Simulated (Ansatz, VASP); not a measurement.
## One calculation of ZrGa3, two programs

The input INCAR:

```
PREC = Accurate
ENCUT = 520
EDIFF = 1E-7
ISMEAR = -1
SIGMA = 0.03
LREAL = F
LASPH = T
NELM = 80
ALGO = Normal
ISIF = 2
LWAVE = F
LCHARG = T
GGA = CA
LELF = T
LVHAR = T
NBANDS = 34
```

Contents of KPOINTS:

```
Automatic mesh
0
Gamma
  12 12 12
```

The input POSCAR:

```
ZrGa3
1.0
   -1.9457900000      1.9457900000      4.3645000000
    1.9457900000     -1.9457900000      4.3645000000
    1.9457900000      1.9457900000     -4.3645000000
Zr Ga
1 3
Direct
    0.0000000000      0.0000000000      0.0000000000
    0.5000000000      0.5000000000      0.0000000000
    0.7500000000      0.2500000000      0.5000000000
    0.2500000000      0.7500000000      0.5000000000
```

Input for Ansatz:

```yaml
crystal:
  lattice:
    - [-1.94579, 1.94579, 4.3645]
    - [1.94579, -1.94579, 4.3645]
    - [1.94579, 1.94579, -4.3645]
  atoms:
    - { symbol: Zr, position: [0.0, 0.0, 0.0] }
    - { symbol: Ga, position: [0.5, 0.5, 0.0] }
    - { symbol: Ga, position: [0.75, 0.25, 0.5] }
    - { symbol: Ga, position: [0.25, 0.75, 0.5] }
kpoints:
  mp_grid: { grid: [12, 12, 12] }
  band_path:
    path:
      - [0.0, 0.0, 0.0]
      - [0.0, 0.0, 0.5]
      - [0.25, 0.25, 0.25]
      - [0.0, 0.5, 0.0]
      - [0.0, 0.0, 0.0]
      - [0.5, 0.5, -0.5]
      - [0.2996893078, 0.7003106922, -0.2996893078]
      - [-0.2996893078, 0.2996893078, 0.2996893078]
      - [0.0, 0.0, 0.0]
    npoints: 5
scf:
  occupations: { method: fermi_dirac, width: 0.03 }
hamiltonian:
  xc: lda
  pseudopotentials: { kind: all_electron, lapw: { basis_error: 0.001 } }
output:
  forces: true
  stress: true
  eigenvalues: true
```

Change from the starting cell: equal xx and yy strain of -2 %.

Alike in both runs: task single point; functional LDA; k mesh 12 × 12 × 12; occupations fermi-dirac, width 0.03 eV; no spin polarisation.

```csv
,VASP,Ansatz
version,VASP 6.6.1,Ansatz 0.2.0
potentials or method,"VASP PAW LDA potentials, release 64 (Zr_sv, Ga_d), cutoff 520 eV","all-electron LAPW, scalar-relativistic"
```

|  | VASP | Ansatz | Ansatz less VASP |
| --- | --- | --- | --- |
| pressure (GPa) | -1.0 | -1.2 | -0.27 |
| traceless stress, the component that is largest in VASP (GPa) | 4.66 | 4.70 | +0.037 |

LDA's correlation is that of Perdew and Zunger in VASP and of Perdew and Wang (1992) in Ansatz. Ansatz ran all-electron here, and VASP with PAW potentials.
